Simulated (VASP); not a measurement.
# Co (P6_3/mmc) in VASP: a series of runs

Aim: see how the results for Co move with the level of theory and the settings. Levels: PBEsol+D4, revPBE+D3(BJ). Tasks: single point.

All numbers are computed with VASP 6.6.1; they aren't measurements. Logs are shortened: lines on timing, memory, paths and dates and some standing lists are left out, and cuts for length are marked.

## Step 1: The cell of the first run

It takes space group P6_3/mmc (No. 194, hexagonal). Conventional cell: a = 2.487 Å, b = 2.487 Å, c = 8.142 Å, α = 90.00°, β = 90.00°, γ = 120.00°. Within 3.3 Å of Co (site symmetry -6m2) lie 12 Co at 2.49 Å. Within 3.3 Å of Co (site symmetry -3m) lie 12 Co at 2.49 Å.

## Step 2: Single point, PBEsol+D4, collinear spin, ferromagnetic start

Input file INCAR:

```
SYSTEM = Co
PREC = Accurate ; ENCUT = 520
EDIFF = 1E-6 ; ISMEAR = -1
SIGMA = 0.05 ; LREAL = .False.
LASPH = .True. ; NELM = 150
ALGO = Normal ; ISIF = 2
LWAVE = .False. ; LCHARG = .False.
ISPIN = 2 ; MAGMOM = 2 2 2 2
LORBIT = 11 ; LMAXMIX = 4
GGA = PS ; IVDW = 13
NBANDS = 30
```

Input file KPOINTS:

```
Automatic mesh
0
Gamma
  12 12 4
  0 0 0
```

Input file POSCAR:

```
Co
1.0
    2.4869235940      0.0000000000      0.0000000000
   -1.2434617971      2.1537390097      0.0000000000
    0.0000000000      0.0000000000      8.1417998233
Co
4
Direct
    0.6666666667      0.3333333333      0.7500000000
    0.0000000000      0.0000000000      0.5000000000
    0.3333333333      0.6666666667      0.2500000000
    0.0000000000      0.0000000000      0.0000000000
```

Potentials or basis: VASP PAW PBE potentials, release 64 (Co).

On the command line:

```bash
$ cat potpaw_PBE.64/Co/POTCAR > POTCAR
$ mpirun -np 1 vasp_std > vasp.out
```

OUTCAR:

```text
SYSTEM = Co
   PREC = Accurate
   ENCUT = 520
   EDIFF = 1E-6
   ISMEAR = -1
   LREAL = .False.
   LASPH = .True.
   NELM = 150
   ISIF = 2
   ISPIN = 2
   LORBIT = 11
   GGA = PS
   IVDW = 13

 ion  position               nearest neighbor table
   1  0.667  0.333  0.750-   2 2.49   4 2.49   2 2.49   4 2.49   2 2.49   4 2.49
   2  0.000  0.000  0.500-   1 2.49   3 2.49   1 2.49   3 2.49   1 2.49   3 2.49
   3  0.333  0.667  0.250-   2 2.49   4 2.49   2 2.49   4 2.49   2 2.49   4 2.49
   4  0.000  0.000  0.000-   1 2.49   3 2.49   1 2.49   3 2.49   1 2.49   3 2.49

  LATTYP: Found a hexagonal cell.
 ALAT       =     2.4869235940
 C/A-ratio  =     3.2738439745

  Lattice vectors:

 A1 = (   2.4869235940,   0.0000000000,   0.0000000000)
 A2 = (  -1.2434617971,   2.1537390097,   0.0000000000)
 A3 = (   0.0000000000,   0.0000000000,   8.1417998233)

Analysis of symmetry for initial positions (statically):
=====================================================================
 Subroutine PRICEL returns:
 Original cell was already a primitive cell.

 Routine SETGRP: Setting up the symmetry group for a
 hexagonal supercell.

 Subroutine GETGRP returns: Found 24 space group operations
 (whereof 12 operations were pure point group operations)
 out of a pool of 24 trial point group operations.

The static configuration has the point symmetry D_3d.
 The point group associated with its full space group is D_6h.

Analysis of symmetry for dynamics (positions and initial velocities):
=====================================================================
 Subroutine PRICEL returns:
 Original cell was already a primitive cell.

 Routine SETGRP: Setting up the symmetry group for a
 hexagonal supercell.

 Subroutine GETGRP returns: Found 24 space group operations
 (whereof 12 operations were pure point group operations)
 out of a pool of 24 trial point group operations.

The dynamic configuration has the point symmetry D_3d.
 The point group associated with its full space group is D_6h.

Analysis of structural, dynamic, and magnetic symmetry:
=====================================================================
 Subroutine PRICEL returns:
 Original cell was already a primitive cell.

 Routine SETGRP: Setting up the symmetry group for a
 hexagonal supercell.

 Subroutine GETGRP returns: Found 24 space group operations
 (whereof 12 operations were pure point group operations)
 out of a pool of 24 trial point group operations.

The overall configuration has the point symmetry D_3d.
 The point group associated with its full space group is D_6h.

 Subroutine INISYM returns: Found 24 space group operations
 (whereof 12 operations are pure point group operations),
 and found     1 'primitive' translations

----------------------------------------------------------------------------------------

                                     Primitive cell

  volume of cell :      43.6090

  direct lattice vectors                    reciprocal lattice vectors
     2.486923594  0.000000000  0.000000000     0.402103226  0.232154406  0.000000000
    -1.243461797  2.153739010  0.000000000     0.000000000  0.464308812  0.000000000
     0.000000000  0.000000000  8.141799823     0.000000000  0.000000000  0.122822966

  length of vectors
     2.486923594  2.486923594  8.141799823     0.464308812  0.464308812  0.122822966

  position of ions in fractional coordinates (direct lattice)
     0.666666667  0.333333333  0.750000000
     0.000000000  0.000000000  0.500000000
     0.333333333  0.666666667  0.250000000
     0.000000000  0.000000000  0.000000000

  ion indices of the primitive-cell ions
   primitive index   ion index
                 1           1
                 2           2
                 3           3
                 4           4

----------------------------------------------------------------------------------------

 KPOINTS: Automatic mesh

Automatic generation of k-mesh.
 Grid dimensions read from file:
 generate k-points for:   12   12    4

 Generating k-lattice:

  Cartesian coordinates                     Fractional coordinates (reciprocal lattice)
     0.033508602  0.019346200  0.000000000     0.083333333  0.000000000  0.000000000
     0.000000000  0.038692401  0.000000000     0.000000000  0.083333333  0.000000000
     0.000000000  0.000000000  0.030705741     0.000000000  0.000000000  0.250000000

  Length of vectors
     0.038692401  0.038692401  0.030705741

  Shift w.r.t. Gamma in fractional coordinates (k-lattice)
     0.000000000  0.000000000  0.000000000

 Subroutine IBZKPT returns following result:
 ===========================================

 Found     57 irreducible k-points:

 Following reciprocal coordinates:
            Coordinates               Weight
  0.000000  0.000000  0.000000      1.000000
  0.083333 -0.000000  0.000000      6.000000
  0.166667 -0.000000  0.000000      6.000000
  0.250000 -0.000000  0.000000      6.000000
  0.333333 -0.000000  0.000000      6.000000
  0.416667  0.000000  0.000000      6.000000
[... 16 lines left out ...]
  0.250000 -0.000000  0.250000     12.000000
  0.333333 -0.000000  0.250000     12.000000
 [... further k-points ...]
   k-points           NKPTS =     57   k-points in BZ     NKDIM =     57   number of bands    NBANDS=     30
   number of dos      NEDOS =    301   number of ions     NIONS =      4
   total plane-waves  NPLWV =  20736
   dimension x,y,z NGX =    18 NGY =   18 NGZ =   64
   dimension x,y,z NGXF=    36 NGYF=   36 NGZF=  128
   ions per type =               4
   NGX,Y,Z   is equivalent  to a cutoff of  12.03, 12.03, 13.07 a.u.
   NGXF,Y,Z  is equivalent  to a cutoff of  24.07, 24.07, 26.14 a.u.
 SYSTEM =  Co
   PREC   = accura    normal or accurate (medium, high low for compatibility)
   ISTART =      0    job   : 0-new  1-cont  2-samecut
   ICHARG =      2    charge: 1-file 2-atom 10-const
   ISPIN  =      2    spin polarized calculation?
   LNONCOLLINEAR =      F non collinear calculations
   LSORBIT =      F    spin-orbit coupling
   LASPH  =      T    aspherical Exc in radial PAW
   ENCUT  =  520.0 eV  38.22 Ry    6.18 a.u.   4.62  4.62 15.14*2*pi/ulx,y,z
   NELM   =    150;   NELMIN=  2; NELMDL= -5     # of ELM steps
   EDIFF  = 0.1E-05   stopping-criterion for ELM
   LREAL  =      F    real-space projection
   EDIFFG = 0.1E-04   stopping-criterion for IOM
   NSW    =      0    number of steps for IOM
   IBRION =     -1    ionic relax: 0-MD 1-quasi-New 2-CG
   NFREE  =      0    steps in history (QN), initial steepest desc. (CG)
   ISIF   =      2    stress and relaxation
   ISYM   =      2    0-nonsym 1-usesym 2-fastsym
   POTIM  = 0.5000    time-step for ionic-motion
   TEBEG  =    0.0;   TEEND  =   0.0 temperature during run
   PSTRESS=    0.0 pullay stress
   NELECT =      36.0000    total number of electrons
   NUPDOWN=      -1.0000    fix difference up-down
   EMIN   =  10.00;   EMAX   =-10.00  energy-range for DOS
   EFERMI =   0.00;   METHOD = LEGACY
   ISMEAR =    -1;   SIGMA  =   0.05  broadening in eV -4-tet -1-fermi 0-gaus
   EFERMI_NEDOS =   21; number of points for ismear=-14 and -15
   IALGO  =     38    algorithm
   IMIX   =      4    mixing-type and parameters
     AMIX     =   0.40;   BMIX     =  1.00
     AMIX_MAG =   1.60;   BMIX_MAG =  1.00
  volume/ion in A,a.u.               =      10.90        73.57
  Fermi-wavevector in a.u.,A,eV,Ry     =   1.535738  2.902123 32.089204  2.358490
  Thomas-Fermi vector in A             =   2.642484
   LORBIT       =     11    0 simple, 1 ext, 2 COOP (PROOUT), +10 PAW based schemes
   GGA     = PS    functional components
   LHFCALC =     F    Hartree Fock is set to
   AEXX    =    0.0000 exact exchange contribution
   IVDW    =    13    specifies the selected vdW correction
   LEPSILON=     F    determine dielectric tensor
   LRPA    =     F    only Hartree local field effects (RPA)
 spin polarized calculation
  energy-cutoff  :      520.00
  volume of cell :       43.61
 maximum number of plane-waves:      1194
   NGX =  9   NGY =  9   NGZ = 31

 number of electron      36.0000014 magnetization       6.6274173

 Free energy of the ion-electron system (eV)
  ---------------------------------------------------
  ext. energy  EPLUGINS =         0.00000000
  ---------------------------------------------------
  free energy    TOTEN  =       -30.84281133 eV

  energy without entropy =      -30.80859592  energy(sigma->0) =      -30.82570363

 E-fermi :  10.0626     XC(G=0): -13.5506

 val. band max:       10.0604747177   @ k =   0.2500  -0.0000   0.2500
 cond. band min:      10.0655735358   @ k =   0.3333   0.0833   0.2500
 fundamental gap:      0.0050988181
 Fermi energy:        10.0625993745

 spin component 1

 k-point     1 :       0.0000    0.0000    0.0000
  band No.  band energies     occupation
      1       1.0483      1.00000
      2       3.2400      1.00000
      3       3.2649      1.00000
      4       4.8614      1.00000
      5       7.0272      1.00000
      6       7.0601      1.00000
[... 781 lines left out ...]
     29      24.5627      0.00000
     30      25.4125      0.00000

 [... further k-points ...]

 spin component 2

 k-point     1 :       0.0000    0.0000    0.0000
  band No.  band energies     occupation
      1       1.1282      1.00000
      2       3.3975      1.00000
      3       3.4030      1.00000
      4       5.8216      1.00000
      5       8.3995      1.00000
      6       8.4522      1.00000
[... 781 lines left out ...]
     29      24.9911      0.00000
     30      25.8753      0.00000

 [... further k-points ...]

------------------------ aborting loop because EDIFF is reached ----------------------------------------

  DFT-D4 for vdW energy calculation

  Edisp (eV):   -0.98132

  FORCE on cell =-STRESS in cart. coord.  units (eV):
  Direction    XX          YY          ZZ          XY          YZ          ZX
  --------------------------------------------------------------------------------------
  -------------------------------------------------------------------------------------
  Total      -3.39530    -3.39530    -4.40626     0.00000     0.00000     0.00000
  in kB    -124.74195  -124.74195  -161.88437     0.00000     0.00000     0.00000
  external pressure =     -137.12 kB  Pullay stress =        0.00 kB

 VOLUME and BASIS-vectors are now :
 -----------------------------------------------------------------------------
  energy-cutoff  :      520.00
  volume of cell :       43.61
      direct lattice vectors                 reciprocal lattice vectors
     2.486923594  0.000000000  0.000000000     0.402103226  0.232154406  0.000000000
    -1.243461797  2.153739010  0.000000000     0.000000000  0.464308812  0.000000000
     0.000000000  0.000000000  8.141799823     0.000000000  0.000000000  0.122822966

 POSITION                                       TOTAL-FORCE (eV/Angst)
 -----------------------------------------------------------------------------------
      1.24346      0.71791      6.10635        -0.000000     -0.000000      0.000000
      0.00000      0.00000      4.07090        -0.000000      0.000000      0.000000
     -0.00000      1.43583      2.03545         0.000000      0.000000     -0.000000
      0.00000      0.00000      0.00000        -0.000000      0.000000      0.000000
 -----------------------------------------------------------------------------------
    total drift:                                0.000000     -0.000000      0.000000

  FREE ENERGIE OF THE ION-ELECTRON SYSTEM (eV)
  ---------------------------------------------------
  free  energy   TOTEN  =       -31.8241276488 eV

  energy  without entropy=      -31.7899122452  energy(sigma->0) =      -31.80701995

 total charge

# of ion       s       p       d       tot
------------------------------------------
    1        0.489   0.524   7.245   8.258
    2        0.489   0.521   7.252   8.262
    3        0.489   0.524   7.245   8.258
    4        0.489   0.521   7.252   8.262
--------------------------------------------------
tot          1.957   2.090  28.994  33.041

 magnetization (x)

# of ion       s       p       d       tot
------------------------------------------
    1       -0.013  -0.047   1.739   1.679
    2       -0.013  -0.045   1.719   1.662
    3       -0.013  -0.047   1.739   1.679
    4       -0.013  -0.045   1.719   1.662
--------------------------------------------------
tot         -0.050  -0.184   6.915   6.680
```

Run time: 70 s. Hardware: 1 thread of Intel Xeon 6975P-C (Granite Rapids), shared host; peak memory 0.23 GiB.

What came out:

- Free energy: -31.8241 eV
- Pressure: -13.7 GPa
- Net moment: 6.63 μB per cell
- Site moments: Co +1.68, +1.66 (each value once) μB
- Valence electrons inside the program's atomic spheres: Co 8.26
- Dispersion energy per atom: -0.245 eV

Caveat: the cell stands under tension; the PAW data sets were made with another functional, which shifts forces and pressure a little.

[end of part 1 of 2]
